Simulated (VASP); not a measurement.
Pb:

```xyz
1
Lattice="-1.9797 1.9797 1.9797 1.9797 -1.9797 1.9797 1.9797 1.9797 -1.9797" Properties=species:S:1:pos:R:3 pbc="T T T"
Pb    0.0000    0.0000    0.0000
```

Program: VASP 6.6.1. Alike in all runs: task single point; potentials or basis VASP PAW PBE potentials, release 64 (Pb_d); cell as given; cutoff (eV) 520.

Problem. Order these runs on this cell by their pressure, lowest first.
A. level PBE; spin off; k mesh 9 × 9 × 9; smearing gaussian 0.022 eV
B. level RPBE; spin off; k mesh 9 × 9 × 9; smearing gaussian 0.02 eV
C. level B3LYP; spin off; k mesh 5 × 5 × 5; smearing fermi-dirac 0.05 eV; grid for exact exchange (PRECFOCK) Normal
D. level PBEsol; spin off; k mesh 8 × 8 × 8; smearing fermi-dirac 0.05 eV
E. level RPBE; spin collinear, ferromagnetic start; fixed moment (μB) 1.0; k mesh 9 × 9 × 9; smearing tetrahedron

Solution. D (-1.5 GPa), A (0.7 GPa), B (2.2 GPa), C (4.5 GPa), E (6.2 GPa).

Caveats: some runs use coarse meshes; the PAW data sets were made with another functional, which shifts forces and pressure a little (some runs); the total moment is fixed, so each spin has its own Fermi level (some runs).
